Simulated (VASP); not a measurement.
# Ag in VASP: notebook

Aim: see how the results for Ag move with the level of theory and the settings. Levels: PBE+D4, PBE0, revPBE+D3(BJ), SVWN5, PBE. Tasks: relaxation of cell and atoms, single point.

All numbers are computed with VASP 6.6.1; they aren't measurements. Logs are shortened: lines on timing, memory, paths and dates and some standing lists are left out, and cuts for length are marked.

## (1) The cell of the first run

The structure is cubic, space group Fm-3m (No. 225). Conventional cell: a = 4.085 Å, b = 4.085 Å, c = 4.085 Å, α = 90.00°, β = 90.00°, γ = 90.00°. Ag (site symmetry m-3m) has 12 Ag at 2.89 Å within 3.8 Å.

## (2) Relaxation of cell and atoms, PBE+D4

Contents of INCAR:

```
PREC = Accurate ; ENCUT = 600
EDIFF = 1E-7 ; ISMEAR = -1
SIGMA = 0.05 ; LREAL = F
LASPH = T ; NELM = 60
ALGO = Fast ; ISIF = 3
LWAVE = F ; LCHARG = F
GGA = PE ; IVDW = 13
IBRION = 2 ; NSW = 60
EDIFFG = -0.01
```

Contents of KPOINTS:

```
Automatic mesh
0
Gamma
  11 11 11
```

Contents of POSCAR:

```
Ag
1.0
    0.0000000000      2.0427500000      2.0427500000
    2.0427500000      0.0000000000      2.0427500000
    2.0427500000      2.0427500000      0.0000000000
Ag
1
Direct
    0.0000000000      0.0000000000      0.0000000000
```

Potentials or basis: VASP PAW PBE potentials, release 64 (Ag).

Launch:

```bash
$ cat potpaw_PBE.64/Ag/POTCAR > POTCAR
$ mpirun -np 1 vasp_std > vasp.out
```

OUTCAR:

```text
PREC = Accurate
   ENCUT = 600
   EDIFF = 1E-7
   ISMEAR = -1
   LREAL = F
   LASPH = T
   NELM = 60
   ISIF = 3
   GGA = PE
   IVDW = 13
   IBRION = 2
   NSW = 60
   EDIFFG = -0.01

 ion  position               nearest neighbor table
   1  0.000  0.000  0.000-

  LATTYP: Found a face centered cubic cell.
 ALAT       =     4.0855000000

  Lattice vectors:

 A1 = (   0.0000000000,   2.0427500000,   2.0427500000)
 A2 = (   2.0427500000,   0.0000000000,   2.0427500000)
 A3 = (   2.0427500000,   2.0427500000,   0.0000000000)

Analysis of symmetry for initial positions (statically):
=====================================================================
 Subroutine PRICEL returns:
 Original cell was already a primitive cell.

 Routine SETGRP: Setting up the symmetry group for a
 face centered cubic supercell.

 Subroutine GETGRP returns: Found 48 space group operations
 (whereof 48 operations were pure point group operations)
 out of a pool of 48 trial point group operations.

The static configuration has the point symmetry O_h .

Analysis of symmetry for dynamics (positions and initial velocities):
=====================================================================
 Subroutine PRICEL returns:
 Original cell was already a primitive cell.

 Routine SETGRP: Setting up the symmetry group for a
 face centered cubic supercell.

 Subroutine GETGRP returns: Found 48 space group operations
 (whereof 48 operations were pure point group operations)
 out of a pool of 48 trial point group operations.

The dynamic configuration has the point symmetry O_h .

 Subroutine INISYM returns: Found 48 space group operations
 (whereof 48 operations are pure point group operations),
 and found     1 'primitive' translations

----------------------------------------------------------------------------------------

                                     Primitive cell

  volume of cell :      17.0481

  direct lattice vectors                    reciprocal lattice vectors
     0.000000000  2.042750000  2.042750000    -0.244768082  0.244768082  0.244768082
     2.042750000  0.000000000  2.042750000     0.244768082 -0.244768082  0.244768082
     2.042750000  2.042750000  0.000000000     0.244768082  0.244768082 -0.244768082

  length of vectors
     2.888884755  2.888884755  2.888884755     0.423950755  0.423950755  0.423950755

  position of ions in fractional coordinates (direct lattice)
     0.000000000  0.000000000  0.000000000

  ion indices of the primitive-cell ions
   primitive index   ion index
                 1           1

----------------------------------------------------------------------------------------

 KPOINTS: Automatic mesh

Automatic generation of k-mesh.
 Grid dimensions read from file:
 generate k-points for:   11   11   11

 Generating k-lattice:

  Cartesian coordinates                     Fractional coordinates (reciprocal lattice)
    -0.022251644  0.022251644  0.022251644     0.090909091  0.000000000  0.000000000
     0.022251644 -0.022251644  0.022251644     0.000000000  0.090909091  0.000000000
     0.022251644  0.022251644 -0.022251644     0.000000000  0.000000000  0.090909091

  Length of vectors
     0.038540978  0.038540978  0.038540978

  Shift w.r.t. Gamma in fractional coordinates (k-lattice)
     0.000000000  0.000000000  0.000000000

 Subroutine IBZKPT returns following result:
 ===========================================

 Found     56 irreducible k-points:

 Following reciprocal coordinates:
            Coordinates               Weight
  0.000000  0.000000  0.000000      1.000000
  0.090909  0.000000  0.000000      8.000000
  0.181818  0.000000  0.000000      8.000000
  0.272727  0.000000  0.000000      8.000000
  0.363636  0.000000  0.000000      8.000000
  0.454545  0.000000  0.000000      8.000000
[... 16 lines left out ...]
 -0.272727  0.181818  0.000000     24.000000
 -0.181818  0.181818  0.000000     12.000000
 [... further k-points ...]
   k-points           NKPTS =     56   k-points in BZ     NKDIM =     56   number of bands    NBANDS=      9
   number of dos      NEDOS =    301   number of ions     NIONS =      1
   total plane-waves  NPLWV =  13824
   dimension x,y,z NGX =    24 NGY =   24 NGZ =   24
   dimension x,y,z NGXF=    48 NGYF=   48 NGZF=   48
   ions per type =               1
   NGX,Y,Z   is equivalent  to a cutoff of  13.81, 13.81, 13.81 a.u.
   NGXF,Y,Z  is equivalent  to a cutoff of  27.62, 27.62, 27.62 a.u.
 SYSTEM =  unknown system
   PREC   = accura    normal or accurate (medium, high low for compatibility)
   ISTART =      0    job   : 0-new  1-cont  2-samecut
   ICHARG =      2    charge: 1-file 2-atom 10-const
   ISPIN  =      1    spin polarized calculation?
   LNONCOLLINEAR =      F non collinear calculations
   LSORBIT =      F    spin-orbit coupling
   LASPH  =      T    aspherical Exc in radial PAW
   ENCUT  =  600.0 eV  44.10 Ry    6.64 a.u.   5.77  5.77  5.77*2*pi/ulx,y,z
   NELM   =     60;   NELMIN=  2; NELMDL= -5     # of ELM steps
   EDIFF  = 0.1E-06   stopping-criterion for ELM
   LREAL  =      F    real-space projection
   EDIFFG = -.1E-01   stopping-criterion for IOM
   NSW    =     60    number of steps for IOM
   IBRION =      2    ionic relax: 0-MD 1-quasi-New 2-CG
   NFREE  =      1    steps in history (QN), initial steepest desc. (CG)
   ISIF   =      3    stress and relaxation
   ISYM   =      2    0-nonsym 1-usesym 2-fastsym
   POTIM  = 0.5000    time-step for ionic-motion
   TEBEG  =    0.0;   TEEND  =   0.0 temperature during run
   PSTRESS=    0.0 pullay stress
   NELECT =      11.0000    total number of electrons
   NUPDOWN=      -1.0000    fix difference up-down
   EMIN   =  10.00;   EMAX   =-10.00  energy-range for DOS
   EFERMI =   0.00;   METHOD = LEGACY
   ISMEAR =    -1;   SIGMA  =   0.05  broadening in eV -4-tet -1-fermi 0-gaus
   EFERMI_NEDOS =   21; number of points for ismear=-14 and -15
   IALGO  =     68    algorithm
   IMIX   =      4    mixing-type and parameters
     AMIX     =   0.40;   BMIX     =  1.00
     AMIX_MAG =   1.60;   BMIX_MAG =  1.00
  volume/ion in A,a.u.               =      17.05       115.05
  Fermi-wavevector in a.u.,A,eV,Ry     =   1.414644  2.673290 27.228221  2.001218
  Thomas-Fermi vector in A             =   2.536165
   LORBIT       =      0    0 simple, 1 ext, 2 COOP (PROOUT), +10 PAW based schemes
   GGA     = PE    functional components
   LHFCALC =     F    Hartree Fock is set to
   AEXX    =    0.0000 exact exchange contribution
   IVDW    =    13    specifies the selected vdW correction
   LEPSILON=     F    determine dielectric tensor
   LRPA    =     F    only Hartree local field effects (RPA)
 conjugate gradient relaxation of ions
 non-spin polarized calculation
 RMM-DIIS sequential band-by-band and
  energy-cutoff  :      600.00
  volume of cell :       17.05
 maximum number of plane-waves:       578
   NGX = 11   NGY = 11   NGZ = 11

--------------------------------------- Ionic step        1  -------------------------------------------

 number of electron      10.9999999 magnetization

 Free energy of the ion-electron system (eV)
  ---------------------------------------------------
  ext. energy  EPLUGINS =         0.00000000
  ---------------------------------------------------
  free energy    TOTEN  =        -2.71043408 eV

  energy without entropy =       -2.70761805  energy(sigma->0) =       -2.70902606

------------------------ aborting loop because EDIFF is reached ----------------------------------------

  DFT-D4 for vdW energy calculation

  Edisp (eV):   -0.56794

  FORCE on cell =-STRESS in cart. coord.  units (eV):
  Direction    XX          YY          ZZ          XY          YZ          ZX
  --------------------------------------------------------------------------------------
  -------------------------------------------------------------------------------------
  Total      -0.07470    -0.07470    -0.07470    -0.00000     0.00000    -0.00000
  in kB      -7.02066    -7.02066    -7.02066    -0.00000     0.00000    -0.00000
  external pressure =       -7.02 kB  Pullay stress =        0.00 kB

 VOLUME and BASIS-vectors are now :
 -----------------------------------------------------------------------------
  energy-cutoff  :      600.00
  volume of cell :       17.05
      direct lattice vectors                 reciprocal lattice vectors
     0.000000000  2.042750000  2.042750000    -0.244768082  0.244768082  0.244768082
     2.042750000  0.000000000  2.042750000     0.244768082 -0.244768082  0.244768082
     2.042750000  2.042750000  0.000000000     0.244768082  0.244768082 -0.244768082
[... 40 lines left out ...]
 POSITION                                       TOTAL-FORCE (eV/Angst)
 -----------------------------------------------------------------------------------
      2.03539      2.03539     -0.00000        -0.000000     -0.000000      0.000000
 -----------------------------------------------------------------------------------
    total drift:                                0.000000      0.000000     -0.000000

  FREE ENERGIE OF THE ION-ELECTRON SYSTEM (eV)
  ---------------------------------------------------
  free  energy   TOTEN  =        -3.2785635727 eV

  energy  without entropy=       -3.2759600641  energy(sigma->0) =       -3.27726182

--------------------------------------- Ionic step        3  -------------------------------------------

 number of electron      10.9999999 magnetization

 Free energy of the ion-electron system (eV)
  ---------------------------------------------------
  ext. energy  EPLUGINS =         0.00000000
  ---------------------------------------------------
  free energy    TOTEN  =        -2.70692195 eV

  energy without entropy =       -2.70424789  energy(sigma->0) =       -2.70558492

 E-fermi :   8.7748     XC(G=0): -12.2551

 val. band max:        8.7313607867   @ k =  -0.4545   0.0909   0.0000
 cond. band min:       8.8310510677   @ k =   0.4545   0.3636   0.0000
 fundamental gap:      0.0996902810
 Fermi energy:         8.7748331992

 k-point     1 :       0.0000    0.0000    0.0000
  band No.  band energies     occupation
      1       0.7091      2.00000
      2       3.6901      2.00000
      3       3.6901      2.00000
      4       3.6901      2.00000
      5       4.7367      2.00000
      6       4.7367      2.00000
      7      24.5706      0.00000
      8      28.1928      0.00000
      9      28.1928      0.00000

 k-point     2 :       0.0909    0.0000    0.0000
  band No.  band energies     occupation
      1       0.9659      2.00000
      2       3.6343      2.00000
      3       3.7591      2.00000
      4       3.7591      2.00000
      5       4.7122      2.00000
      6       4.7122      2.00000
      7      24.5429      0.00000
      8      26.3994      0.00000
      9      28.2994      0.00000
[... 253 lines left out ...]
 k-point    24 :      -0.1818    0.1818    0.0000
  band No.  band energies     occupation
      1       2.7531      2.00000
      2       3.2839      2.00000
      3       3.9062      2.00000
      4       4.3106      2.00000
      5       4.3421      2.00000
      6       5.8930      2.00000
      7      20.5174      0.00000
      8      20.9307      0.00000
      9      27.2136      0.00000

 [... further k-points ...]

------------------------ aborting loop because EDIFF is reached ----------------------------------------

  DFT-D4 for vdW energy calculation

  Edisp (eV):   -0.57173

  FORCE on cell =-STRESS in cart. coord.  units (eV):
  Direction    XX          YY          ZZ          XY          YZ          ZX
  --------------------------------------------------------------------------------------
  -------------------------------------------------------------------------------------
  Total       0.00624     0.00624     0.00624     0.00000    -0.00000    -0.00000
  in kB       0.59053     0.59053     0.59053     0.00000    -0.00000    -0.00000
  external pressure =        0.59 kB  Pullay stress =        0.00 kB

 VOLUME and BASIS-vectors are now :
 -----------------------------------------------------------------------------
  energy-cutoff  :      600.00
  volume of cell :       16.93
      direct lattice vectors                 reciprocal lattice vectors
     0.000000000  2.037897522  2.037897522    -0.245350904  0.245350904  0.245350904
     2.037897522  0.000000000  2.037897522     0.245350904 -0.245350904  0.245350904
     2.037897522  2.037897522 -0.000000000     0.245350904  0.245350904 -0.245350904

 POSITION                                       TOTAL-FORCE (eV/Angst)
 -----------------------------------------------------------------------------------
      0.00000      0.00000      0.00000        -0.000000     -0.000000     -0.000000
 -----------------------------------------------------------------------------------
    total drift:                               -0.000000      0.000000      0.000000

  FREE ENERGIE OF THE ION-ELECTRON SYSTEM (eV)
  ---------------------------------------------------
  free  energy   TOTEN  =        -3.2786551866 eV

  energy  without entropy=       -3.2759811263  energy(sigma->0) =       -3.27731816

 reached required accuracy - stopping structural energy minimisation
```

Run time: 28 s. Hardware: 1 thread of Intel Xeon 8259CL, shared host; peak memory 0.15 GiB.

What came out:

```yaml
Free_energy: -3.2787 eV
Relaxed_volume: 16.93 Å³/atom
Relaxed_cell: a = 2.882 Å, b = 2.882 Å, c = 2.882 Å, α = 60.00°, β = 60.00°, γ = 60.00°
Space_group_after_relaxing_to_0.1_Å: Fm-3m (No. 225)
Energy_gained_by_relaxing: 0.3 meV/atom
Ionic_steps: 3
Pressure_after_relaxing: 0.1 GPa
Band_gap_on_the_k_mesh: zero (an odd number of electrons rules out a gap without spin polarisation)
Dispersion_energy_per_atom: -0.572 eV
```

The path:
```csv
step,energy change (eV),largest force (eV/Å),pressure (GPa),volume (Å³)
1,0.0000,0.0000,-0.70,17.05
2,-0.0002,0.0000,0.48,16.86
3,-0.0003,0.0000,0.06,16.93
```

Final structure:
```cif
data_structure
_symmetry_space_group_name_H-M 'P 1'
_symmetry_Int_Tables_number 1
_cell_length_a 2.8820
_cell_length_b 2.8820
_cell_length_c 2.8820
_cell_angle_alpha 60.000
_cell_angle_beta 60.000
_cell_angle_gamma 60.000
_cell_volume 16.93
loop_
_atom_site_label
_atom_site_type_symbol
_atom_site_fract_x
_atom_site_fract_y
_atom_site_fract_z
_atom_site_occupancy
Ag1 Ag 0.00000 0.00000 0.00000 1
```

## (3) Single point, PBE0

POSCAR is that of step 2.

Contents of INCAR.step1:

```
SYSTEM = Ag
  PREC = Accurate
  ENCUT = 520
  EDIFF = 1E-5
  ISMEAR = -1
  SIGMA = 0.05
  LREAL = .FALSE.
  LASPH = .TRUE.
  NELM = 100
  ALGO = Normal
  ISIF = 2
  LWAVE = .TRUE.
  LCHARG = .FALSE.
  NBANDS = 12
  GGA = PE
```

Contents of INCAR.step2:

```
SYSTEM = Ag
  PREC = Accurate
  ENCUT = 520
  EDIFF = 1E-6
  ISMEAR = -1
  SIGMA = 0.05
  LREAL = .FALSE.
  LASPH = .TRUE.
  NELM = 100
  ALGO = Normal
  ISIF = 2
  LWAVE = .FALSE.
  LCHARG = .FALSE.
  GGA = PE
  LHFCALC = .TRUE.
  AEXX = 0.25
  PRECFOCK = Normal
  NBANDS = 12
  ISTART = 1
```

Contents of KPOINTS:

```
Automatic mesh
0
G
  6 6 6
  0 0 0
```

Potentials or basis: VASP PAW PBE potentials, release 64 (Ag).

Launch:

```bash
$ cat potpaw_PBE.64/Ag/POTCAR > POTCAR
$ cp INCAR.step1 INCAR
$ mpirun -np 1 vasp_std > vasp.out
$ cp INCAR.step2 INCAR
$ mpirun -np 1 vasp_std > vasp.out
```

Run time: 15 min. Hardware: 1 thread of Intel Xeon 8259CL, shared host; peak memory 0.15 GiB.

It converged, with:

* Free energy: -2.9772 eV
* Pressure: 4.5 GPa
* Band gap on the k mesh: zero (an odd number of electrons rules out a gap without spin polarisation)

Levels at points of the mesh, in eV from the Fermi level:
| k point | band 4 | band 5 | band 6 | band 7 | band 8 | band 9 |
| --- | --- | --- | --- | --- | --- | --- |
| (0.00, 0.00, 0.00) | -6.18 | -5.10 | -5.10 | 17.75 | 21.53 | 21.53 |
| (0.50, 0.00, 0.00) | -4.18 | -4.18 | -0.36 | 4.90 | 16.91 | 19.92 |
| (0.50, 0.50, 0.00) | -3.92 | -3.92 | 2.66 | 8.32 | 12.39 | 12.39 |

Caveat: the k points lie up to 0.44 Å⁻¹ apart, too coarse for converged energies and pressures of a metal; the PAW data sets were made with another functional, which shifts forces and pressure a little.

(Continued in part 2 of 2.)
